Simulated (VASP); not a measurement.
Input of a VASP 6.6.1 run:

INCAR

```
  ALGO = Normal
  EDIFF = 1E-7
  EDIFFG = -0.01
  ENCUT = 500
  GGA_COMPAT = F
  IBRION = 2
  ISIF = 8
  ISMEAR = 1
  LASPH = T
  LCHARG = F
  LREAL = F
  LWAVE = F
  NELM = 120
  NELMIN = 4
  NSW = 60
  PREC = Accurate
  SIGMA = 0.1
```

File KPOINTS:

```
k-points
0
Gamma
  10 10 10
```

The input POSCAR:

```
Pt
1.0
    0.0000000000      1.9600000000      1.9600000000
    1.9600000000      0.0000000000      1.9600000000
    1.9600000000      1.9600000000      0.0000000000
Pt
1
Direct
    0.0000000000      0.0000000000      0.0000000000
```

Potentials or basis: VASP PAW LDA potentials, release 64 (Pt).

Run with:

```bash
$ cat potpaw_LDA.64/Pt/POTCAR > POTCAR
$ mpirun -np 1 vasp_std > vasp.out
```

(1) What does it give for the band gap on the k mesh?

(2) What does it give for the relaxed cell?

Answers

(1) zero (bands 5 and 6 overlap by 2.27 eV).

(2) a = 2.756 Å, b = 2.756 Å, c = 2.756 Å, α = 60.00°, β = 60.00°, γ = 60.00°.

Caveat: spin-orbit coupling is left out, which moves the levels of the heavy elements.
